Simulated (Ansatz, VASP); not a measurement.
SiSnGe2: VASP beside Ansatz

```
CELL_PARAMETERS angstrom
4.15960 0.00000 0.00000
0.00000 4.15960 0.00000
0.00000 0.00000 5.93736
ATOMIC_POSITIONS crystal
Si 0.00000 0.00000 0.00000
Sn 0.50000 0.50000 0.50000
Ge 0.50000 0.00000 0.77461
Ge 0.00000 0.50000 0.22539
```

Alike in both runs: task relaxation of cell and atoms; functional PBE; k mesh 10 × 10 × 8; occupations fermi-dirac, width 0.15 eV; no spin polarisation.

|  | VASP | Ansatz |
| --- | --- | --- |
| version | VASP 6.6.1 | Ansatz 0.2.0 |
| potentials or method | VASP PAW PBE potentials, release 64 (Si, Sn_d, Ge_d), cutoff 600 eV | scalar-relativistic, plane waves, PAW |
| valence electrons in the cell | 46 | 46 |

Ansatz gave:

- gap on the k mesh at the Fermi level, each at its own relaxed structure (eV): none
- relaxed volume (Å³/atom): 25.70
- relaxed length of the cell vector where the two differ most in proportion (Å): 4.160

Question: Estimate VASP's values.

Answer: gap on the k mesh at the Fermi level, each at its own relaxed structure (eV): none; relaxed volume (Å³/atom): 25.69; relaxed length of the cell vector where the two differ most in proportion (Å): 4.159.

A gap of «none» marks a metal or a gap that the smearing closes.
